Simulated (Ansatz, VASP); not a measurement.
**One calculation of PtS2, two programs**

```
Pt S
1.0
     3.87376    0.00000    0.00000
    -1.93688    3.35478    0.00000
     0.00000    0.00000    6.42425
Pt S
1 2
Direct
  0.00000 0.00000 0.00000
  0.33333 0.66667 0.16627
  0.66667 0.33333 0.83373
```

Alike in both runs: functional PBE; k mesh 12 × 12 × 6; occupations gaussian, width 0.05 eV; no spin polarisation.

Ansatz relaxed the structure, and its values are those at the end. VASP's run is a single point on that final structure, the one shown.

|  | VASP | Ansatz |
| --- | --- | --- |
| version | VASP 6.6.1 | Ansatz 0.2.0 |
| potentials or method | VASP PAW PBE potentials, release 64 (Pt, S), cutoff 520 eV | scalar-relativistic, plane waves, PAW |
| valence electrons in the cell | 22 | 30 |

VASP gave:

| Property | Result |
| --- | --- |
| gap on the k mesh at the Fermi level (eV) | 0.96 |
| least direct gap on the mesh (eV) | 0.98 |
| pressure (GPa) | -7.4 |
| rms of the force components (eV/Å) | 0.010 |

What did Ansatz give for the same quantities?

gap on the k mesh at the Fermi level (eV): 0.96; least direct gap on the mesh (eV): 0.98; pressure (GPa): -7.2; rms of the force components (eV/Å): 0.001.

VASP's potentials hold 22 valence electrons a cell and Ansatz's 30, so a difference there can come from the potentials and not from the codes. Ansatz's warnings: stress scf threshold loose.

Spin-orbit coupling is off throughout.
